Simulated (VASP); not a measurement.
# CaO (Fm-3m) in VASP: a series of runs, part 2 of 2

VASP 6.6.1. Earlier steps stand in the parts before.

### Step 3. Single point, LDA

This run uses another cell than the first one, of 12.67 Å³/atom.

The input, INCAR:

```
SYSTEM = CaO
PREC = Accurate
ENCUT = 520
EDIFF = 1E-7
ISMEAR = 0
SIGMA = 0.01
LREAL = .False.
LASPH = .True.
NELM = 60
ALGO = Normal
ISIF = 2
LWAVE = .False.
LCHARG = .False.
GGA = CA
NBANDS = 15
```

The input, KPOINTS:

```
regular mesh
0
Gamma
  8 8 8
  0 0 0
```

The input, POSCAR:

```
CaO
1.0
    0.0000000000      2.3312021577      2.3312021577
    2.3312021577      0.0000000000      2.3312021577
    2.3312021577      2.3312021577      0.0000000000
Ca O
1 1
Direct
    0.0000000000      0.0000000000      0.0000000000
    0.5000000000      0.5000000000      0.5000000000
```

Potentials or basis: VASP PAW LDA potentials, release 64 (Ca_sv, O).

Launch:

```sh
> cat potpaw_LDA.64/Ca_sv/POTCAR potpaw_LDA.64/O/POTCAR > POTCAR
> mpirun -np 1 vasp_std > vasp.out
```

OUTCAR:

```text
SYSTEM = CaO
   PREC = Accurate
   ENCUT = 520
   EDIFF = 1E-7
   ISMEAR = 0
   LREAL = .False.
   LASPH = .True.
   NELM = 60
   ISIF = 2
   GGA = CA

 ion  position               nearest neighbor table
   1  0.000  0.000  0.000-   2 2.33   2 2.33   2 2.33   2 2.33   2 2.33   2 2.33
   2  0.500  0.500  0.500-   1 2.33   1 2.33   1 2.33   1 2.33   1 2.33   1 2.33

  LATTYP: Found a face centered cubic cell.
 ALAT       =     4.6624043154

  Lattice vectors:

 A1 = (   0.0000000000,   2.3312021577,   2.3312021577)
 A2 = (   2.3312021577,   0.0000000000,   2.3312021577)
[... 619 lines left out ...]

  FORCE on cell =-STRESS in cart. coord.  units (eV):
  Direction    XX          YY          ZZ          XY          YZ          ZX
  --------------------------------------------------------------------------------------
  -------------------------------------------------------------------------------------
  Total        0.8084144      0.8084144      0.8084144     -0.0000000      0.0000000      0.0000000
  in kB       51.1181112     51.1181112     51.1181112     -0.0000000      0.0000000      0.0000000
  external PRESSURE =      51.1181112 kB  Pullay stress =       0.0000000 kB

 VOLUME and BASIS-vectors are now :
 -----------------------------------------------------------------------------
  energy-cutoff  :      520.00
  volume of cell :       25.34
      direct lattice vectors                 reciprocal lattice vectors
     0.000000000  2.331202158  2.331202158    -0.214481613  0.214481613  0.214481613
     2.331202158  0.000000000  2.331202158     0.214481613 -0.214481613  0.214481613
     2.331202158  2.331202158  0.000000000     0.214481613  0.214481613 -0.214481613

 POSITION                                       TOTAL-FORCE (eV/Angst)
 -----------------------------------------------------------------------------------
      0.00000      0.00000      0.00000        -0.000000      0.000000      0.000000
      2.33120      2.33120      2.33120         0.000000     -0.000000     -0.000000
 -----------------------------------------------------------------------------------
    total drift:                                0.000000      0.000000      0.000000

  FREE ENERGIE OF THE ION-ELECTRON SYSTEM (eV)
  ---------------------------------------------------
  free  energy   TOTEN  =       -14.2054878336 eV

  energy  without entropy=      -14.2054878336  energy(sigma->0) =      -14.20548783
```

stdout:

```text
POSCAR found type information on POSCAR CaO
 POSCAR found :  2 types and       2 ions
 scaLAPACK will be used
 LDA part: xc-table for (Slater(with rela. corr.)+CA(PZ))
 , standard interpolation
 POSCAR, INCAR and KPOINTS ok, starting setup
 FFT: planning ... GRIDC
 FFT: planning ... GRID_SOFT
 FFT: planning ... GRID
 WAVECAR not read
 entering main loop
```

Wall time 18 s (1 thread of Intel Xeon Platinum 8375C at 2.90GHz (Ice Lake), shared host); peak memory 0.14 GiB.

Results:

```yaml
Free_energy: -14.2055 eV
Pressure: 5.1 GPa
Band_gap_on_the_k_mesh: 3.39 eV (least direct gap 3.74 eV)
```

Caveat: the cell stands under pressure.

### Step 4. Single point, LDA

This run uses another cell than the first one, of 12.42 Å³/atom.

The input, INCAR:

```
PREC = Accurate
ENCUT = 520
EDIFF = 1E-6
ISMEAR = 0
SIGMA = 0.01
LREAL = False
LASPH = True
NELM = 60
ALGO = Normal
ISIF = 2
LWAVE = False
LCHARG = True
GGA = CA
LELF = True
LVHAR = True
NBANDS = 15
```

The input, KPOINTS:

```
regular mesh
0
Gamma
  8 8 8
```

The input, POSCAR:

```
CaO
1.0
    0.0000000000      2.3159654343      2.3159654343
    2.3159654343      0.0000000000      2.3159654343
    2.3159654343      2.3159654343      0.0000000000
Ca O
1 1
Direct
    0.0000000000      0.0000000000      0.0000000000
    0.5000000000      0.5000000000      0.5000000000
```

Potentials or basis: VASP PAW LDA potentials, release 64 (Ca_sv, O).

Launch:

```sh
> cat potpaw_LDA.64/Ca_sv/POTCAR potpaw_LDA.64/O/POTCAR > POTCAR
> mpirun -np 1 vasp_std > vasp.out
```

OUTCAR:

```text
PREC = Accurate
   ENCUT = 520
   EDIFF = 1E-6
   ISMEAR = 0
   LREAL = False
   LASPH = True
   NELM = 60
   ISIF = 2
   GGA = CA

 ion  position               nearest neighbor table
   1  0.000  0.000  0.000-   2 2.32   2 2.32   2 2.32   2 2.32   2 2.32   2 2.32
   2  0.500  0.500  0.500-   1 2.32   1 2.32   1 2.32   1 2.32   1 2.32   1 2.32

  LATTYP: Found a face centered cubic cell.
 ALAT       =     4.6319308686

  Lattice vectors:

 A1 = (   0.0000000000,   2.3159654343,   2.3159654343)
[... 618 lines left out ...]
------------------------ aborting loop because EDIFF is reached ----------------------------------------

  FORCE on cell =-STRESS in cart. coord.  units (eV):
  Direction    XX          YY          ZZ          XY          YZ          ZX
  --------------------------------------------------------------------------------------
  -------------------------------------------------------------------------------------
  Total        1.2726723      1.2726723      1.2726723      0.0000000      0.0000000      0.0000000
  in kB       82.0731204     82.0731204     82.0731204      0.0000000      0.0000000      0.0000000
  external PRESSURE =      82.0731204 kB  Pullay stress =       0.0000000 kB

 VOLUME and BASIS-vectors are now :
 -----------------------------------------------------------------------------
  energy-cutoff  :      520.00
  volume of cell :       24.84
      direct lattice vectors                 reciprocal lattice vectors
     0.000000000  2.315965434  2.315965434    -0.215892687  0.215892687  0.215892687
     2.315965434  0.000000000  2.315965434     0.215892687 -0.215892687  0.215892687
     2.315965434  2.315965434  0.000000000     0.215892687  0.215892687 -0.215892687

 POSITION                                       TOTAL-FORCE (eV/Angst)
 -----------------------------------------------------------------------------------
      0.00000      0.00000      0.00000         0.000000     -0.000000      0.000000
      2.31597      2.31597      2.31597        -0.000000      0.000000     -0.000000
 -----------------------------------------------------------------------------------
    total drift:                                0.000000     -0.000000     -0.000000

  FREE ENERGIE OF THE ION-ELECTRON SYSTEM (eV)
  ---------------------------------------------------
  free  energy   TOTEN  =       -14.1845383538 eV

  energy  without entropy=      -14.1845383538  energy(sigma->0) =      -14.18453835
```

stdout:

```text
POSCAR found type information on POSCAR CaO
 POSCAR found :  2 types and       2 ions
 scaLAPACK will be used
 LDA part: xc-table for (Slater(with rela. corr.)+CA(PZ))
 , standard interpolation
 POSCAR, INCAR and KPOINTS ok, starting setup
 FFT: planning ... GRIDC
 FFT: planning ... GRID_SOFT
 FFT: planning ... GRID
 WAVECAR not read
 entering main loop
```

Wall time 8.6 s (1 thread of Intel Xeon Platinum 8375C at 2.90GHz (Ice Lake), shared host); peak memory 0.13 GiB.

What came out:

- Free energy: -14.1845 eV
- Pressure: 8.2 GPa
- Band gap on the k mesh: 3.37 eV (least direct gap 3.71 eV)

Caveat: the cell stands under pressure.

### Step 5. Summary

```tsv
cell	gap on the mesh (eV)	pressure (GPa)
a = 3.226 Å, angles 60.0°, 2 atoms	3.32	16.5
a = 3.297 Å, angles 60.0°, 2 atoms	3.39	5.1
a = 3.275 Å, angles 60.0°, 2 atoms	3.37	8.2
```

Alike in all rows: task single point; level LDA; potentials or basis VASP PAW LDA potentials, release 64 (Ca_sv, O); no spin polarisation; k mesh 8 × 8 × 8; cutoff (eV) 520; smearing gaussian 0.01 eV.

Caveats: the cell stands under pressure.

Absolute energies hang on the potentials; compare differences alone.
